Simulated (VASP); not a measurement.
Set up this calculation in VASP 6.6.1, as the native input.

| Item | Value |
| --- | --- |
| Task | single point |
| Functional | PBE |
| Potentials or basis | VASP PAW PBE potentials, release 64 (Cd, H) |
| Cutoff | 520 eV |
| k mesh | 8 × 8 × 8 |
| Occupations | fermi-dirac, width 0.02 eV |
| Spin | no spin polarisation |
| Dipole correction | no |
| Further INCAR settings | ALGO = Normal; EDIFF = 1e-06; NBANDS = 14 |

The structure of CdH2 lies in POSCAR:

```
CdH2
1.0
    0.0000000000      2.5271675656      2.5271675656
    2.5271675656      0.0000000000      2.5271675656
    2.5271675656      2.5271675656      0.0000000000
Cd H
1 2
Direct
    0.0000000000      0.0000000000      0.0000000000
    0.2500000000      0.2500000000      0.2500000000
    0.7500000000      0.7500000000      0.7500000000
```

The input as run:

INCAR

```
  PREC = Accurate
  ENCUT = 520
  EDIFF = 1E-6
  ISMEAR = -1
  SIGMA = 0.02
  LREAL = F
  LASPH = T
  NELM = 60
  ALGO = Normal
  ISIF = 2
  LWAVE = F
  LCHARG = F
  GGA = PE
  NBANDS = 14
```

KPOINTS

```
Automatic mesh
0
Gamma
  8 8 8
```

Potentials or basis: VASP PAW PBE potentials, release 64 (Cd, H).

Run with:

```sh
$ cat potpaw_PBE.64/Cd/POTCAR potpaw_PBE.64/H/POTCAR > POTCAR
$ mpirun -np 1 vasp_std > vasp.out
```

It gave:

```yaml
Pressure: 2.0 GPa
Band_gap_on_the_k_mesh: zero (band 7 reaches 1.89 eV, above the bottom of band 8 at 0.97 eV)
```

Wall time 14 s on 1 thread of Intel(R) Xeon(R) Platinum 8488C (Sapphire Rapids) (shared host), peak memory 0.15 GiB.
